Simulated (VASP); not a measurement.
# Bi (R-3m) in VASP: single point with LDA

Aim: the single point of Bi with LDA.

Program: VASP 6.6.1. These are calculated values, not measurements. Logs are shortened: lines on timing, memory, paths and dates and some standing lists are left out, and cuts for length are marked.

## (1) The cell of the first run

It takes space group R-3m (No. 166, trigonal). The conventional cell has a = 4.535 Å, b = 4.535 Å, c = 11.814 Å, α = 90.00°, β = 90.00°, γ = 120.00°. Within 4.0 Å of Bi (site symmetry 3m) lie 6 Bi at 3.06 to 3.52 Å.

## (2) Single point, LDA

Contents of INCAR:

```
PREC = Accurate
ENCUT = 520
EDIFF = 1E-6
ISMEAR = 0
SIGMA = 0.1
LREAL = False
LASPH = True
NELM = 100
ALGO = Fast
ISIF = 2
LWAVE = False
LCHARG = False
NBANDS = 22
```

Contents of KPOINTS:

```
Automatic mesh
0
Gamma
  6 6 6
```

Contents of POSCAR:

```
Bi
1.0
    2.2675000000      1.3091417354      3.9380000000
   -2.2675000000      1.3091417354      3.9380000000
    0.0000000000     -2.6182834708      3.9380000000
Bi
2
Direct
    0.2340000000      0.2340000000      0.2340000000
    0.7660000000      0.7660000000      0.7660000000
```

Potentials or basis: VASP PAW LDA potentials, release 64 (Bi_d).

On the command line:

```sh
> cat potpaw_LDA.64/Bi_d/POTCAR > POTCAR
> mpirun -np 1 vasp_std > vasp.out
```

OUTCAR:

```text
PREC = Accurate
   ENCUT = 520
   EDIFF = 1E-6
   ISMEAR = 0
   LREAL = False
   LASPH = True
   NELM = 100
   ISIF = 2

 ion  position               nearest neighbor table
   1  0.234  0.234  0.234-   2 3.06   2 3.06   2 3.06   2 3.52   2 3.52   2 3.52
   2  0.766  0.766  0.766-   1 3.06   1 3.06   1 3.06   1 3.52   1 3.52   1 3.52

  LATTYP: Found a trigonal (rhomboedric) cell.
 ALAT       =     4.7289800521
 COS(alpha) =     0.5401781303

  Lattice vectors:

 A1 = (   2.2675000000,   1.3091417354,   3.9380000000)
 A2 = (  -2.2675000000,   1.3091417354,   3.9380000000)
 A3 = (   0.0000000000,  -2.6182834708,   3.9380000000)

Analysis of symmetry for initial positions (statically):
=====================================================================
 Subroutine PRICEL returns:
 Original cell was already a primitive cell.

 Routine SETGRP: Setting up the symmetry group for a
 trigonal (rhombohedral) supercell.

 Subroutine GETGRP returns: Found 12 space group operations
 (whereof 12 operations were pure point group operations)
 out of a pool of 12 trial point group operations.

The static configuration has the point symmetry D_3d.

Analysis of symmetry for dynamics (positions and initial velocities):
=====================================================================
 Subroutine PRICEL returns:
 Original cell was already a primitive cell.

 Routine SETGRP: Setting up the symmetry group for a
 trigonal (rhombohedral) supercell.

 Subroutine GETGRP returns: Found 12 space group operations
 (whereof 12 operations were pure point group operations)
 out of a pool of 12 trial point group operations.

The dynamic configuration has the point symmetry D_3d.

 Subroutine INISYM returns: Found 12 space group operations
 (whereof 12 operations are pure point group operations),
 and found     1 'primitive' translations

----------------------------------------------------------------------------------------

                                     Primitive cell

  volume of cell :      70.1392

  direct lattice vectors                    reciprocal lattice vectors
     2.267500000  1.309141735  3.938000000     0.220507166  0.127309872  0.084645336
    -2.267500000  1.309141735  3.938000000    -0.220507166  0.127309872  0.084645336
     0.000000000 -2.618283471  3.938000000     0.000000000 -0.254619744  0.084645336

  length of vectors
     4.728980052  4.728980052  4.728980052     0.268320791  0.268320791  0.268320791

  position of ions in fractional coordinates (direct lattice)
     0.234000000  0.234000000  0.234000000
     0.766000000  0.766000000  0.766000000

  ion indices of the primitive-cell ions
   primitive index   ion index
                 1           1
                 2           2

----------------------------------------------------------------------------------------

 KPOINTS: Automatic mesh

Automatic generation of k-mesh.
 Grid dimensions read from file:
 generate k-points for:    6    6    6

 Generating k-lattice:

  Cartesian coordinates                     Fractional coordinates (reciprocal lattice)
     0.036751194  0.021218312  0.014107556     0.166666667 -0.000000000  0.000000000
    -0.036751194  0.021218312  0.014107556    -0.000000000  0.166666667  0.000000000
     0.000000000 -0.042436624  0.014107556     0.000000000  0.000000000  0.166666667

  Length of vectors
     0.044720132  0.044720132  0.044720132

  Shift w.r.t. Gamma in fractional coordinates (k-lattice)
     0.000000000  0.000000000  0.000000000

 Subroutine IBZKPT returns following result:
 ===========================================

 Found     32 irreducible k-points:

 Following reciprocal coordinates:
            Coordinates               Weight
  0.000000  0.000000  0.000000      1.000000
  0.166667  0.000000 -0.000000      6.000000
  0.333333  0.000000  0.000000      6.000000
  0.500000  0.000000  0.000000      3.000000
  0.166667  0.166667 -0.000000      6.000000
  0.333333  0.166667  0.000000     12.000000
[... 16 lines left out ...]
  0.500000  0.500000  0.166667      6.000000
 -0.333333  0.500000  0.166667     12.000000
 [... further k-points ...]
   k-points           NKPTS =     32   k-points in BZ     NKDIM =     32   number of bands    NBANDS=     22
   number of dos      NEDOS =    301   number of ions     NIONS =      2
   total plane-waves  NPLWV =  46656
   dimension x,y,z NGX =    36 NGY =   36 NGZ =   36
   dimension x,y,z NGXF=    72 NGYF=   72 NGZF=   72
   ions per type =               2
   NGX,Y,Z   is equivalent  to a cutoff of  12.66, 12.66, 12.66 a.u.
   NGXF,Y,Z  is equivalent  to a cutoff of  25.31, 25.31, 25.31 a.u.
 SYSTEM =  unknown system
   PREC   = accura    normal or accurate (medium, high low for compatibility)
   ISTART =      0    job   : 0-new  1-cont  2-samecut
   ICHARG =      2    charge: 1-file 2-atom 10-const
   ISPIN  =      1    spin polarized calculation?
   LNONCOLLINEAR =      F non collinear calculations
   LSORBIT =      F    spin-orbit coupling
   LASPH  =      T    aspherical Exc in radial PAW
   ENCUT  =  520.0 eV  38.22 Ry    6.18 a.u.   8.79  8.79  8.79*2*pi/ulx,y,z
   NELM   =    100;   NELMIN=  2; NELMDL= -5     # of ELM steps
   EDIFF  = 0.1E-05   stopping-criterion for ELM
   LREAL  =      F    real-space projection
   EDIFFG = 0.1E-04   stopping-criterion for IOM
   NSW    =      0    number of steps for IOM
   IBRION =     -1    ionic relax: 0-MD 1-quasi-New 2-CG
   NFREE  =      0    steps in history (QN), initial steepest desc. (CG)
   ISIF   =      2    stress and relaxation
   ISYM   =      2    0-nonsym 1-usesym 2-fastsym
   POTIM  = 0.5000    time-step for ionic-motion
   TEBEG  =    0.0;   TEEND  =   0.0 temperature during run
   PSTRESS=    0.0 pullay stress
   NELECT =      30.0000    total number of electrons
   NUPDOWN=      -1.0000    fix difference up-down
   EMIN   =  10.00;   EMAX   =-10.00  energy-range for DOS
   EFERMI =   0.00;   METHOD = LEGACY
   ISMEAR =     0;   SIGMA  =   0.10  broadening in eV -4-tet -1-fermi 0-gaus
   EFERMI_NEDOS =   21; number of points for ismear=-14 and -15
   IALGO  =     68    algorithm
   IMIX   =      4    mixing-type and parameters
     AMIX     =   0.40;   BMIX     =  1.00
     AMIX_MAG =   1.60;   BMIX_MAG =  1.00
  volume/ion in A,a.u.               =      35.07       236.66
  Fermi-wavevector in a.u.,A,eV,Ry     =   1.233469  2.330919 20.700530  1.521446
  Thomas-Fermi vector in A             =   2.368198
   LORBIT       =      0    0 simple, 1 ext, 2 COOP (PROOUT), +10 PAW based schemes
   GGA     = CA    functional components
   LHFCALC =     F    Hartree Fock is set to
   AEXX    =    0.0000 exact exchange contribution
   IVDW    =     0    specifies the selected vdW correction
   LEPSILON=     F    determine dielectric tensor
   LRPA    =     F    only Hartree local field effects (RPA)
 non-spin polarized calculation
 RMM-DIIS sequential band-by-band and
 Gauss-broadening in eV      SIGMA  =   0.10
  energy-cutoff  :      520.00
  volume of cell :       70.14
 maximum number of plane-waves:      1934
   NGX = 17   NGY = 17   NGZ = 17

 number of electron      30.0000003 magnetization

 Free energy of the ion-electron system (eV)
  ---------------------------------------------------
  ext. energy  EPLUGINS =         0.00000000
  ---------------------------------------------------
  free energy    TOTEN  =        -9.13403423 eV

  energy without entropy =       -9.13163049  energy(sigma->0) =       -9.13283236

 E-fermi :   6.0324     XC(G=0):  -9.8137

 val. band max:        6.0080829090   @ k =  -0.3333   0.5000   0.3333
 cond. band min:       6.6378155329   @ k =   0.3333   0.1667   0.1667
 fundamental gap:      0.6297326239
 Fermi energy:         6.0323761197

 k-point     1 :       0.0000    0.0000    0.0000
  band No.  band energies     occupation
      1     -16.7620      2.00000
      2     -16.7620      2.00000
      3     -16.6055      2.00000
      4     -16.6055      2.00000
      5     -16.5887      2.00000
      6     -16.4168      2.00000
[... 14 lines left out ...]
     21      11.9308      0.00000
     22      12.2484      0.00000

 k-point     2 :       0.1667    0.0000   -0.0000
  band No.  band energies     occupation
      1     -16.7420      2.00000
      2     -16.7360      2.00000
      3     -16.5969      2.00000
      4     -16.5899      2.00000
      5     -16.5749      2.00000
      6     -16.4305      2.00000
[... 14 lines left out ...]
     21      12.2778      0.00000
     22      14.0593      0.00000

 k-point     3 :       0.3333    0.0000    0.0000
  band No.  band energies     occupation
      1     -16.6939      2.00000
      2     -16.6657      2.00000
      3     -16.5794      2.00000
      4     -16.5496      2.00000
      5     -16.5353      2.00000
      6     -16.4754      2.00000
[... 14 lines left out ...]
     21      13.6575      0.00000
     22      16.4200      0.00000

 k-point     4 :       0.5000    0.0000    0.0000
  band No.  band energies     occupation
      1     -16.6623      2.00000
      2     -16.5913      2.00000
      3     -16.5687      2.00000
      4     -16.5480      2.00000
      5     -16.5088      2.00000
      6     -16.4932      2.00000
[... 14 lines left out ...]
     21      15.4205      0.00000
     22      15.5156      0.00000

 k-point     5 :       0.1667    0.1667   -0.0000
  band No.  band energies     occupation
      1     -16.7586      2.00000
      2     -16.7106      2.00000
      3     -16.6052      2.00000
      4     -16.5823      2.00000
      5     -16.5685      2.00000
      6     -16.4360      2.00000
[... 417 lines left out ...]
 k-point    22 :      -0.1667    0.3333    0.1667
  band No.  band energies     occupation
      1     -16.7222      2.00000
      2     -16.5956      2.00000
      3     -16.5810      2.00000
      4     -16.5428      2.00000
      5     -16.5193      2.00000
      6     -16.4912      2.00000
[... 14 lines left out ...]
     21      14.6083      0.00000
     22      15.3248      0.00000

 k-point    23 :       0.5000    0.5000    0.1667
  band No.  band energies     occupation
      1     -16.7316      2.00000
      2     -16.6304      2.00000
      3     -16.6034      2.00000
      4     -16.5315      2.00000
      5     -16.5224      2.00000
      6     -16.4725      2.00000
[... 14 lines left out ...]
     21      15.5024      0.00000
     22      16.4196      0.00000

 k-point    24 :      -0.3333    0.5000    0.1667
  band No.  band energies     occupation
      1     -16.7199      2.00000
      2     -16.6247      2.00000
      3     -16.5889      2.00000
      4     -16.5384      2.00000
      5     -16.5015      2.00000
      6     -16.4898      2.00000
[... 14 lines left out ...]
     21      16.1173      0.00000
     22      16.4661      0.00000

 [... further k-points ...]

------------------------ aborting loop because EDIFF is reached ----------------------------------------

  FORCE on cell =-STRESS in cart. coord.  units (eV):
  Direction    XX          YY          ZZ          XY          YZ          ZX
  --------------------------------------------------------------------------------------
  -------------------------------------------------------------------------------------
  Total       -0.6619581     -0.6619581     -0.5884711      0.0000000      0.0000000      0.0000000
  in kB      -15.1209884    -15.1209884    -13.4423377      0.0000000      0.0000000      0.0000000
  external PRESSURE =     -14.5614382 kB  Pullay stress =       0.0000000 kB

 VOLUME and BASIS-vectors are now :
 -----------------------------------------------------------------------------
  energy-cutoff  :      520.00
  volume of cell :       70.14
      direct lattice vectors                 reciprocal lattice vectors
     2.267500000  1.309141735  3.938000000     0.220507166  0.127309872  0.084645336
    -2.267500000  1.309141735  3.938000000    -0.220507166  0.127309872  0.084645336
     0.000000000 -2.618283471  3.938000000     0.000000000 -0.254619744  0.084645336

 POSITION                                       TOTAL-FORCE (eV/Angst)
 -----------------------------------------------------------------------------------
      0.00000      0.00000      2.76448         0.000000      0.000000     -0.012192
      0.00000      0.00000      9.04952         0.000000      0.000000      0.012192
 -----------------------------------------------------------------------------------
    total drift:                               -0.000000      0.000000     -0.000000

  FREE ENERGIE OF THE ION-ELECTRON SYSTEM (eV)
  ---------------------------------------------------
  free  energy   TOTEN  =        -9.1340342269 eV

  energy  without entropy=       -9.1316304870  energy(sigma->0) =       -9.13283236
```

Wall time 19 s (1 thread of Intel Xeon 6975P-C (Granite Rapids), shared host); peak memory 0.18 GiB.

What came out:

```
Free energy            : -9.1340 eV
Pressure               : -1.5 GPa
Largest force          : 0.012 eV/Å
Band gap on the k mesh : zero (band 15 reaches 6.01 eV, above the bottom of band 16 at 5.86 eV)
```

Forces in eV/Å, atoms in the order of the input:
```
Bi   0.000  0.000 -0.012
Bi   0.000  0.000  0.012
```

Levels at points of the mesh, in eV from the Fermi level:
```csv
k point,band 12,band 13,band 14,band 15,band 16,band 17,band 18,band 19
"(0.00, 0.00, 0.00)",-7.38,-1.40,-1.14,-1.14,2.58,3.04,3.04,5.75
"(0.50, 0.00, 0.00)",-10.46,-1.24,-1.10,-0.18,-0.17,0.61,1.09,7.59
"(0.50, 0.50, 0.00)",-9.38,-4.62,-2.95,-2.84,2.45,5.01,5.51,6.85
"(0.50, 0.50, 0.50)",-9.85,-0.86,-0.52,-0.52,0.75,0.75,0.83,7.09
```

Caveat: spin-orbit coupling is left out, which moves the levels of the heavy elements.
